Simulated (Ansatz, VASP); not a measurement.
**W: VASP beside Ansatz**

Contents of INCAR:

```
SYSTEM = W
PREC     = Accurate       ! precision mode
ENCUT    = 520            ! plane-wave cutoff, eV
EDIFF    = 1E-7           ! SCF threshold, eV
ISMEAR   = 0              ! smearing method
SIGMA    = 0.15           ! smearing width, eV
LREAL    = .False.        ! projectors in reciprocal space
LASPH    = .True.         ! aspherical terms in the spheres
NELM     = 100            ! most SCF steps
ALGO     = Fast           ! electronic algorithm
ISIF     = 2              ! what is computed and relaxed
LWAVE    = .False.        ! write WAVECAR
LCHARG   = .True.         ! write CHGCAR
GGA      = PE             ! functional
LELF     = .True.         ! ELF
LVHAR    = .True.       
NBANDS   = 13             ! bands
```

Contents of KPOINTS:

```
Automatic mesh
0
Gamma
  20 20 20
  0 0 0
```

The input POSCAR:

```
W
1.0
   -1.7170975000      1.4775025000      1.5973000000
    1.7170975000     -1.4775025000      1.5973000000
    1.7170975000      1.4775025000     -1.5973000000
W
1
Direct
    0.0000000000      0.0000000000      0.0000000000
```

Input for Ansatz:

```yaml
crystal:
  lattice:
    - [-1.7170975, 1.4775025, 1.5973]
    - [1.7170975, -1.4775025, 1.5973]
    - [1.7170975, 1.4775025, -1.5973]
  atoms:
    - { symbol: W, position: [0.0, 0.0, 0.0] }
basis:
  ecutwfc: 420
kpoints:
  mp_grid: { grid: [20, 20, 20] }
hamiltonian:
  xc: pbe
scf:
  occupations: { method: gaussian, width: 0.15 }
output:
  forces: true
  stress: true
  eigenvalues: true
  write_density: true
  write_potential: true
  elf: true
  volumetric_format: npy
```

Change from the starting cell: strain +0.0750 x Voigt [1, -1, 0, 0, 0, 0], atoms carried along.

Alike in both runs: task single point; functional PBE; k mesh 20 × 20 × 20; occupations gaussian, width 0.15 eV; no spin polarisation.

```csv
,VASP,Ansatz
version,VASP 6.6.1,Ansatz 0.2.0
potentials or method,"VASP PAW PBE potentials, release 64 (W_sv), cutoff 520 eV","scalar-relativistic, plane waves, PAW"
valence electrons in the cell,14,14
```

|  | VASP | Ansatz | Ansatz less VASP |
| --- | --- | --- | --- |
| gap on the k mesh at the Fermi level (eV) | none | none | - |
| pressure (GPa) | 1.6 | 1.1 | -0.50 |
| traceless stress, the component that is largest in VASP (GPa) | 21.52 | 21.51 | -0.010 |

A gap of «none» marks a metal or a gap that the smearing closes. With one functional, cell and mesh, what is left measures potentials, basis and numerics.

Neither program's run includes spin-orbit coupling.
